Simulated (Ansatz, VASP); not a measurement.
One calculation of KCl, two programs

INCAR

```
SYSTEM = KCl
  PREC = Accurate
  ENCUT = 520
  EDIFF = 1E-7
  ISMEAR = 0
  SIGMA = 0.02
  LREAL = .FALSE.
  LASPH = .TRUE.
  NELM = 80
  ALGO = Normal
  ISIF = 2
  LWAVE = .FALSE.
  LCHARG = .TRUE.
  GGA = PE
  LELF = .TRUE.
  LVHAR = .TRUE.
  NBANDS = 15
```

The input KPOINTS:

```
Automatic mesh
0
G
  6 6 6
  0 0 0
```

Contents of POSCAR:

```
KCl
1.0
    0.0000000000      3.2921288645      3.2921288645
    3.2921288645      0.0000000000      3.2921288645
    3.2921288645      3.2921288645      0.0000000000
K Cl
1 1
Direct
    0.0000000000      0.0000000000      0.0000000000
    0.5000000000      0.5000000000      0.5000000000
```

Input for Ansatz:

```yaml
crystal:
  lattice:
    - [0.0, 3.2921288669, 3.2921288669]
    - [3.2921288669, 0.0, 3.2921288669]
    - [3.2921288669, 3.2921288669, 0.0]
  atoms:
    - { symbol: K, position: [0.0, 0.0, 0.0] }
    - { symbol: Cl, position: [0.5, 0.5, 0.5] }
basis:
  ecutwfc: 420
kpoints:
  mp_grid: { grid: [6, 6, 6] }
hamiltonian:
  xc: pbe
scf:
  occupations: { method: gaussian, width: 0.02 }
output:
  forces: true
  stress: true
  eigenvalues: true
```

Alike in both runs: task single point; functional PBE; k mesh 6 × 6 × 6; occupations gaussian, width 0.02 eV; no spin polarisation.

|  | VASP | Ansatz |
| --- | --- | --- |
| version | VASP 6.6.1 | Ansatz 0.2.0 |
| potentials or method | VASP PAW PBE potentials, release 64 (K_sv, Cl), cutoff 520 eV | scalar-relativistic, plane waves, PAW |
| valence electrons in the cell | 16 | 16 |

```tsv
	VASP	Ansatz	Ansatz less VASP
gap on the k mesh at the Fermi level (eV)	4.75	4.75	+0.001
least direct gap on the mesh (eV)	4.75	4.75	+0.001
pressure (GPa)	-1.2	-1.2	0.00
```

With one functional, cell and mesh, what is left measures potentials, basis and numerics.
